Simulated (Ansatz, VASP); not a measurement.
# BaTe: VASP beside Ansatz

File INCAR:

```
PREC = Accurate
ENCUT = 520
EDIFF = 1E-6
ISMEAR = 0
SIGMA = 0.05
LREAL = F
LASPH = T
NELM = 100
ALGO = Normal
ISIF = 2
LWAVE = F
LCHARG = F
GGA = CA
NBANDS = 15
```

KPOINTS

```
regular mesh
0
Gamma
  8 8 8
```

POSCAR

```
BaTe
1.0
    3.9108466897      0.0000000000      0.0000000000
    0.0000000000      3.9108466897      0.0000000000
    0.0000000000      0.0000000000      4.2195977442
Ba Te
1 1
Direct
    0.0000000000      0.0000000000      0.0000000000
    0.5000000000      0.5000000000      0.5000000000
```

Input for Ansatz:

```yaml
crystal:
  lattice:
    - [3.9108466897, 0.0, 0.0]
    - [0.0, 3.9108466897, 0.0]
    - [0.0, 0.0, 4.2195977442]
  atoms:
    - { symbol: Ba, position: [0.0, 0.0, 0.0] }
    - { symbol: Te, position: [0.5, 0.5, 0.5] }
basis:
  ecutwfc: 420
kpoints:
  mp_grid: { grid: [8, 8, 8] }
hamiltonian:
  xc: lda
scf:
  occupations: { method: gaussian, width: 0.05 }
output:
  forces: true
  stress: true
  eigenvalues: true
```

Change from the starting cell: strain -0.050 along x and y, +0.025 along z, atoms carried along.

Alike in both runs: task single point; functional LDA; k mesh 8 × 8 × 8; occupations gaussian, width 0.05 eV; no spin polarisation.

|  | VASP | Ansatz |
| --- | --- | --- |
| version | VASP 6.6.1 | Ansatz 0.2.0 |
| potentials or method | VASP PAW LDA potentials, release 64 (Ba_sv, Te), cutoff 520 eV | scalar-relativistic, plane waves, PAW |
| valence electrons in the cell | 16 | 26 |

```tsv
	VASP	Ansatz	Ansatz less VASP
gap on the k mesh at the Fermi level (eV)	none	none	-
pressure (GPa)	4.5	3.5	-0.98
traceless stress, the component that is largest in VASP (GPa)	-3.98	-4.02	-0.040
```

LDA's correlation is that of Perdew and Zunger in VASP and of Perdew and Wang (1992) in Ansatz. A gap of «none» marks a metal or a gap that the smearing closes. VASP's potentials hold 16 valence electrons a cell and Ansatz's 26, so a difference there can come from the potentials and not from the codes.

Neither program's run includes spin-orbit coupling.
